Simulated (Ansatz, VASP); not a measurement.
# Two plane-wave programs on InSb

INCAR

```
SYSTEM = InSb
PREC = Accurate
ENCUT = 500
EDIFF = 1E-6
ISMEAR = 0
SIGMA = 0.1
LREAL = .FALSE.
LASPH = .TRUE.
NELM = 120
ALGO = Normal
ISIF = 2
LWAVE = .FALSE.
LCHARG = .FALSE.
GGA = PE
IVDW = 12
NBANDS = 16
GGA_COMPAT = .FALSE.
```

Contents of KPOINTS:

```
Automatic mesh
0
G
  6 6 6
  0 0 0
```

POSCAR

```
InSb
1.0
    0.0000000000      3.2391000000      3.2391000000
    3.2391000000      0.0000000000      3.2391000000
    3.2391000000      3.2391000000      0.0000000000
In Sb
1 1
Direct
    0.0000000000      0.0000000000      0.0000000000
    0.7500000000      0.7500000000      0.7500000000
```

Input for Ansatz:

```yaml
crystal:
  lattice:
    - [0.0, 3.2391, 3.2391]
    - [3.2391, 0.0, 3.2391]
    - [3.2391, 3.2391, 0.0]
  atoms:
    - { symbol: In, position: [0.0, 0.0, 0.0] }
    - { symbol: Sb, position: [0.75, 0.75, 0.75] }
basis:
  ecutwfc: 420
kpoints:
  mp_grid: { grid: [6, 6, 6] }
hamiltonian:
  xc: pbe
  dispersion: d3bj
scf:
  occupations: { method: gaussian, width: 0.1 }
output:
  forces: true
  stress: true
  eigenvalues: true
```

Alike in both runs: task single point; functional PBE; dispersion D3(BJ); k mesh 6 × 6 × 6; occupations gaussian, width 0.1 eV; no spin polarisation.

|  | VASP | Ansatz |
| --- | --- | --- |
| version | VASP 6.6.1 | Ansatz 0.2.0 |
| potentials or method | VASP PAW PBE potentials, release 64 (In_d, Sb), cutoff 500 eV | scalar-relativistic, plane waves, PAW |
| valence electrons in the cell | 18 | 28 |

|  | VASP | Ansatz | Ansatz less VASP |
| --- | --- | --- | --- |
| gap on the k mesh at the Fermi level (eV) | none | none | - |
| pressure (GPa) | 1.4 | 1.4 | +0.02 |

A gap of «none» marks a metal or a gap that the smearing closes. VASP's potentials hold 18 valence electrons a cell and Ansatz's 28, so a difference there can come from the potentials and not from the codes.

Neither program's run includes spin-orbit coupling.
